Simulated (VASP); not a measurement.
# Sr2Sb2O (P-3m1) in VASP: relaxation of cell and atoms with PBE+D3(BJ)

Aim: the relaxation of cell and atoms of Sr2Sb2O with PBE+D3(BJ).

Program: VASP 6.6.1. These are calculated values, not measurements. Logs are shortened: lines on timing, memory, paths and dates and some standing lists are left out, and cuts for length are marked.

**1. The cell of the first run**

The structure is trigonal, space group P-3m1 (No. 164). Conventional cell: a = 3.630 Å, b = 3.630 Å, c = 8.631 Å, α = 90.00°, β = 90.00°, γ = 120.00°. Within 3.0 Å of Sr (site symmetry 3m) lie 3 O at 2.24 Å and 3 Sr at 2.63 Å and 3 Sb at 2.96 Å. Sb (site symmetry 3m) has 4 Sr at 2.96 to 3.67 Å and 9 Sb at 3.55 to 3.63 Å and 3 O at 3.56 Å within 3.9 Å. O (site symmetry -3m) has 6 Sr at 2.24 Å within 3.0 Å.

**2. Relaxation of cell and atoms, PBE+D3(BJ)**

Input file INCAR:

```
PREC = Accurate
ENCUT = 1340
EDIFF = 1E-7
ISMEAR = 0
SIGMA = 0.1
LREAL = F
LASPH = T
NELM = 120
ALGO = Normal
ISIF = 3
LWAVE = F
LCHARG = F
GGA = PE
IVDW = 12
IBRION = 2
NSW = 90
EDIFFG = -0.04
GGA_COMPAT = F
NELMIN = 4
```

Input file KPOINTS:

```
Automatic mesh
0
Gamma
  6 6 2
```

Input file POSCAR:

```
Sr2Sb2O
1.0
    3.6301107000      0.0000000000      0.0000000000
   -1.8150553500      3.1437680900      0.0000000000
    0.0000000000      0.0000000000      8.6305586600
Sr Sb O
2 2 1
Direct
    0.3333333300      0.6666666700      0.9083259500
    0.6666666700      0.3333333300      0.0916740500
    0.6666666700      0.3333333300      0.6663385000
    0.3333333300      0.6666666700      0.3336615000
    0.0000000000      0.0000000000      0.0000000000
```

Potentials or basis: VASP PAW PBE potentials, release 64 (Sr_sv, Sb_d_GW, O_h).

On the command line:

```console
cat potpaw_PBE.64/Sr_sv/POTCAR potpaw_PBE.64/Sb_d_GW/POTCAR potpaw_PBE.64/O_h/POTCAR > POTCAR
mpirun -np 1 vasp_std > vasp.out
```

OUTCAR:

```text
PREC = Accurate
   ENCUT = 1340
   EDIFF = 1E-7
   ISMEAR = 0
   LREAL = F
   LASPH = T
   NELM = 120
   ISIF = 3
   GGA = PE
   IVDW = 12
   IBRION = 2
   NSW = 90
   EDIFFG = -0.04
   NELMIN = 4
 IVDW          = 12

 ion  position               nearest neighbor table
   1  0.333  0.667  0.908-   5 2.24   5 2.24   5 2.24   2 2.63   2 2.63   2 2.63   3 2.96   3 2.96
                             3 2.96   4 3.67   2 4.48   2 4.48   2 4.48
   2  0.667  0.333  0.092-   5 2.24   5 2.24   5 2.24   1 2.63   1 2.63   1 2.63   4 2.96   4 2.96
                             4 2.96   3 3.67   1 4.48   1 4.48   1 4.48
   3  0.667  0.333  0.666-   1 2.96   1 2.96   1 2.96   2 3.67
   4  0.333  0.667  0.334-   2 2.96   2 2.96   2 2.96   1 3.67
   5  0.000  0.000  0.000-   1 2.24   2 2.24   2 2.24   1 2.24   2 2.24   1 2.24

  LATTYP: Found a hexagonal cell.
 ALAT       =     3.6301107000
 C/A-ratio  =     2.3774918655

  Lattice vectors:

 A1 = (   3.6301107000,   0.0000000000,   0.0000000000)
 A2 = (  -1.8150553500,   3.1437680900,   0.0000000000)
 A3 = (   0.0000000000,   0.0000000000,   8.6305586600)

Analysis of symmetry for initial positions (statically):
=====================================================================
 Subroutine PRICEL returns:
 Original cell was already a primitive cell.

 Routine SETGRP: Setting up the symmetry group for a
 hexagonal supercell.

 Subroutine GETGRP returns: Found 12 space group operations
 (whereof 12 operations were pure point group operations)
 out of a pool of 24 trial point group operations.

The static configuration has the point symmetry D_3d.

Analysis of symmetry for dynamics (positions and initial velocities):
=====================================================================
 Subroutine PRICEL returns:
 Original cell was already a primitive cell.

 Routine SETGRP: Setting up the symmetry group for a
 hexagonal supercell.

 Subroutine GETGRP returns: Found 12 space group operations
 (whereof 12 operations were pure point group operations)
 out of a pool of 24 trial point group operations.

The dynamic configuration has the point symmetry D_3d.

 Subroutine INISYM returns: Found 12 space group operations
 (whereof 12 operations are pure point group operations),
 and found     1 'primitive' translations

----------------------------------------------------------------------------------------

                                     Primitive cell

  volume of cell :      98.4939

  direct lattice vectors                    reciprocal lattice vectors
     3.630110700  0.000000000  0.000000000     0.275473693  0.159044810  0.000000000
    -1.815055350  3.143768090  0.000000000     0.000000000  0.318089621  0.000000000
     0.000000000  0.000000000  8.630558660     0.000000000  0.000000000  0.115867355

  length of vectors
     3.630110700  3.630110705  8.630558660     0.318089621  0.318089621  0.115867355

  position of ions in fractional coordinates (direct lattice)
     0.333333330  0.666666670  0.908325950
     0.666666670  0.333333330  0.091674050
     0.666666670  0.333333330  0.666338500
     0.333333330  0.666666670  0.333661500
     0.000000000  0.000000000  0.000000000

  ion indices of the primitive-cell ions
   primitive index   ion index
                 1           1
                 2           2
                 3           3
                 4           4
                 5           5

----------------------------------------------------------------------------------------

 KPOINTS: Automatic mesh

Automatic generation of k-mesh.
 Grid dimensions read from file:
 generate k-points for:    6    6    2

 Generating k-lattice:

  Cartesian coordinates                     Fractional coordinates (reciprocal lattice)
     0.045912282  0.026507468  0.000000000     0.166666667  0.000000000  0.000000000
     0.000000000  0.053014937  0.000000000     0.000000000  0.166666667  0.000000000
     0.000000000  0.000000000  0.057933677     0.000000000  0.000000000  0.500000000

  Length of vectors
     0.053014937  0.053014937  0.057933677

  Shift w.r.t. Gamma in fractional coordinates (k-lattice)
     0.000000000  0.000000000  0.000000000

 Subroutine IBZKPT returns following result:
 ===========================================

 Found     14 irreducible k-points:

 Following reciprocal coordinates:
            Coordinates               Weight
  0.000000  0.000000  0.000000      1.000000
  0.166667 -0.000000  0.000000      6.000000
  0.333333  0.000000  0.000000      6.000000
  0.500000  0.000000  0.000000      3.000000
  0.166667  0.166667  0.000000      6.000000
  0.333333  0.166667  0.000000     12.000000
  0.333333  0.333333  0.000000      2.000000
  0.000000  0.000000  0.500000      1.000000
  0.166667 -0.000000  0.500000      6.000000
  0.333333  0.000000  0.500000      6.000000
  0.500000  0.000000  0.500000      3.000000
  0.166667  0.166667  0.500000      6.000000
  0.333333  0.166667  0.500000     12.000000
  0.333333  0.333333  0.500000      2.000000
   k-points           NKPTS =     14   k-points in BZ     NKDIM =     14   number of bands    NBANDS=     33
   number of dos      NEDOS =    301   number of ions     NIONS =      5
   total plane-waves  NPLWV = 248832
   dimension x,y,z NGX =    48 NGY =   48 NGZ =  108
   dimension x,y,z NGXF=    96 NGYF=   96 NGZF=  216
   ions per type =               2   2   1
   NGX,Y,Z   is equivalent  to a cutoff of  21.98, 21.98, 20.80 a.u.
   NGXF,Y,Z  is equivalent  to a cutoff of  43.96, 43.96, 41.61 a.u.
 SYSTEM =  unknown system
   PREC   = accura    normal or accurate (medium, high low for compatibility)
   ISTART =      0    job   : 0-new  1-cont  2-samecut
   ICHARG =      2    charge: 1-file 2-atom 10-const
   ISPIN  =      1    spin polarized calculation?
   LNONCOLLINEAR =      F non collinear calculations
   LSORBIT =      F    spin-orbit coupling
   LASPH  =      T    aspherical Exc in radial PAW
   ENCUT  = 1340.0 eV  98.49 Ry    9.92 a.u.  10.83 10.83 25.76*2*pi/ulx,y,z
   NELM   =    120;   NELMIN=  4; NELMDL= -5     # of ELM steps
   EDIFF  = 0.1E-06   stopping-criterion for ELM
   LREAL  =      F    real-space projection
   EDIFFG = -.4E-01   stopping-criterion for IOM
   NSW    =     90    number of steps for IOM
   IBRION =      2    ionic relax: 0-MD 1-quasi-New 2-CG
   NFREE  =      1    steps in history (QN), initial steepest desc. (CG)
   ISIF   =      3    stress and relaxation
   ISYM   =      2    0-nonsym 1-usesym 2-fastsym
   POTIM  = 0.5000    time-step for ionic-motion
   TEBEG  =    0.0;   TEEND  =   0.0 temperature during run
   PSTRESS=    0.0 pullay stress
   NELECT =      56.0000    total number of electrons
   NUPDOWN=      -1.0000    fix difference up-down
   EMIN   =  10.00;   EMAX   =-10.00  energy-range for DOS
   EFERMI =   0.00;   METHOD = LEGACY
   ISMEAR =     0;   SIGMA  =   0.10  broadening in eV -4-tet -1-fermi 0-gaus
   EFERMI_NEDOS =   21; number of points for ismear=-14 and -15
   IALGO  =     38    algorithm
   IMIX   =      4    mixing-type and parameters
     AMIX     =   0.40;   BMIX     =  1.00
     AMIX_MAG =   1.60;   BMIX_MAG =  1.00
  volume/ion in A,a.u.               =      19.70       132.93
  Fermi-wavevector in a.u.,A,eV,Ry     =   1.356233  2.562909 25.026133  1.839369
  Thomas-Fermi vector in A             =   2.483254
   LORBIT       =      0    0 simple, 1 ext, 2 COOP (PROOUT), +10 PAW based schemes
   GGA     = PE    functional components
   LHFCALC =     F    Hartree Fock is set to
   AEXX    =    0.0000 exact exchange contribution
   IVDW    =    12    specifies the selected vdW correction
   LEPSILON=     F    determine dielectric tensor
   LRPA    =     F    only Hartree local field effects (RPA)
 conjugate gradient relaxation of ions
 non-spin polarized calculation
 Gauss-broadening in eV      SIGMA  =   0.10
  energy-cutoff  :     1340.00
  volume of cell :       98.49
 maximum number of plane-waves:     11010
 NGX is ok and might be reduce to    48
   NGX = 21   NGY = 21   NGZ = 51

--------------------------------------- Ionic step        1  -------------------------------------------

 number of electron      56.0000000 magnetization

 Free energy of the ion-electron system (eV)
  ---------------------------------------------------
  ext. energy  EPLUGINS =         0.00000000
  ---------------------------------------------------
  free energy    TOTEN  =       -15.47984088 eV

  energy without entropy =      -15.44538779  energy(sigma->0) =      -15.46261433

 E-fermi :   6.1651     XC(G=0): -10.9528

 val. band max:        6.1355342867   @ k =   0.3333   0.1667   0.0000
 cond. band min:       6.1663929968   @ k =   0.3333   0.3333   0.5000
 fundamental gap:      0.0308587101
 Fermi energy:         6.1650664233

 k-point     1 :       0.0000    0.0000    0.0000
  band No.  band energies     occupation
      1     -29.7630      2.00000
      2     -28.1768      2.00000
      3     -22.7027      2.00000
      4     -22.7027      2.00000
      5     -22.6997      2.00000
      6     -22.6997      2.00000
[... 615 lines left out ...]
  FREE ENERGIE OF THE ION-ELECTRON SYSTEM (eV)
  ---------------------------------------------------
  free  energy   TOTEN  =       -21.8558793973 eV

  energy  without entropy=      -21.8245318469  energy(sigma->0) =      -21.84020562

 E-fermi :   3.4350     XC(G=0):  -9.3315

 val. band max:        3.3210729897   @ k =   0.1667   0.1667   0.0000
 cond. band min:       3.4624743256   @ k =   0.1667   0.1667   0.5000
 fundamental gap:      0.1414013359
 Fermi energy:         3.4349699650

 k-point     1 :       0.0000    0.0000    0.0000
  band No.  band energies     occupation
      1     -32.0034      2.00000
      2     -31.7744      2.00000
      3     -25.2731      2.00000
      4     -25.2731      2.00000
      5     -25.2725      2.00000
      6     -25.2725      2.00000
[... 493 lines left out ...]
     32       5.7567      0.00000
     33       6.7854      0.00000

[... ionic steps 4 to 12 ...]

--------------------------------------- Ionic step       13  -------------------------------------------

 number of electron      55.9999998 magnetization

------------------------ aborting loop because EDIFF is reached ----------------------------------------

 Edisp (eV)   -1.72036

 E8    (eV) :    -0.8402
[... 75 lines left out ...]
  energy  without entropy=      -23.4725856504  energy(sigma->0) =      -23.48230456

--------------------------------------- Ionic step       15  -------------------------------------------

 number of electron      56.0000001 magnetization

 Free energy of the ion-electron system (eV)
  ---------------------------------------------------
  ext. energy  EPLUGINS =         0.00000000
  ---------------------------------------------------
  free energy    TOTEN  =       -21.78030253 eV

  energy without entropy =      -21.76052863  energy(sigma->0) =      -21.77041558

 E-fermi :   4.3073     XC(G=0):  -9.7156

 val. band max:        4.2489699462   @ k =   0.3333   0.1667   0.0000
 cond. band min:       4.4035937259   @ k =   0.3333   0.1667   0.5000
 fundamental gap:      0.1546237797
 Fermi energy:         4.3072594470

 k-point     1 :       0.0000    0.0000    0.0000
  band No.  band energies     occupation
      1     -31.1978      2.00000
      2     -31.1316      2.00000
      3     -24.4163      2.00000
      4     -24.4163      2.00000
      5     -24.4154      2.00000
      6     -24.4154      2.00000
[... 529 lines left out ...]
  FREE ENERGIE OF THE ION-ELECTRON SYSTEM (eV)
  ---------------------------------------------------
  free  energy   TOTEN  =       -23.4926317638 eV

  energy  without entropy=      -23.4728578682  energy(sigma->0) =      -23.48274482

 reached required accuracy - stopping structural energy minimisation
```

Wall time 53 min (1 thread of Intel Xeon Platinum 8559C (Emerald Rapids), shared host); peak memory 0.77 GiB.

Results:

```
Free energy                           : -23.4926 eV
Relaxed volume                        : 25.86 Å³/atom
Relaxed cell                          : a = 3.622 Å, b = 3.622 Å, c = 11.382 Å, α = 90.00°, β = 90.00°, γ = 120.00°
Space group after relaxing (to 0.1 Å) : P-3m1 (No. 164)
Energy gained by relaxing             : 1146.5 meV/atom
Ionic steps                           : 15
Pressure after relaxing               : 0.0 GPa
Largest force after relaxing          : 0.013 eV/Å
Band gap on the k mesh                : zero (bands 28 and 29 overlap by 2.51 eV)
Dispersion energy per atom            : -0.342 eV
```

Forces in eV/Å, atoms in the order of the input:
```
Sr   0.000  0.000 -0.002
Sr   0.000  0.000  0.002
Sb   0.000  0.000  0.013
Sb   0.000  0.000 -0.013
O    0.000  0.000  0.000
```

Step by step:
| step | energy change (eV) | largest force (eV/Å) | pressure (GPa) | volume (Å³) |
| --- | --- | --- | --- | --- |
| 1 | 0.0000 | 3.4167 | 34.96 | 98.49 |
| 2 | -3.4274 | 0.8790 | -6.49 | 173.36 |
| 3 | -4.0957 | 1.3172 | -1.36 | 142.08 |
| 4 | -4.5931 | 1.0830 | -1.18 | 140.29 |
| 5 | -5.6427 | 0.2128 | -0.97 | 133.36 |
| 6 | -5.6539 | 0.7933 | -0.90 | 129.37 |
| 7 | -5.7018 | 0.3911 | -0.98 | 131.52 |
| 8 | -5.7027 | 0.4404 | -0.98 | 131.25 |
| 9 | -5.7225 | 0.0493 | 0.97 | 126.23 |
| 10 | -5.7272 | 0.1440 | 0.34 | 127.72 |
| 11 | -5.7303 | 0.0918 | -0.09 | 128.87 |
| 12 | -5.7303 | 0.0859 | -0.06 | 128.77 |
| 13 | -5.7314 | 0.0658 | -0.01 | 128.76 |
| 14 | -5.7319 | 0.0445 | 0.11 | 128.75 |
| 15 | -5.7325 | 0.0131 | -0.04 | 129.32 |

Final structure:
```
Sr Sb O
1.0
     3.62207    0.00000    0.00000
    -1.81103    3.13680    0.00000
     0.00000    0.00000   11.38239
Sr Sb O
2 2 1
Direct
  0.33333 0.66667 0.86845
  0.66667 0.33333 0.13156
  0.66667 0.33333 0.63206
  0.33333 0.66667 0.36794
  0.00000 0.00000 0.00000
```

Levels at points of the mesh, in eV from the Fermi level:
```csv
k point,band 26,band 27,band 28,band 29,band 30,band 31
"(0.00, 0.00, 0.00)",-0.56,0.59,2.22,2.79,2.79,3.24
"(0.50, 0.00, 0.00)",-3.30,-0.95,-0.31,0.36,0.94,1.73
"(0.00, 0.00, 0.50)",-1.48,1.62,1.95,2.99,2.99,2.99
"(0.50, 0.00, 0.50)",-3.42,-1.11,-0.24,0.51,0.93,1.76
```

Caveat: the k points lie up to 0.33 Å⁻¹ apart in the final cell, too coarse for converged energies and pressures of a metal; the volume moved by over 15 % at a fixed basis, so the end points are rough; spin-orbit coupling is left out, which moves the levels of the heavy elements.

The gap in the log of VASP goes by the Fermi energy; the results here count the filled bands.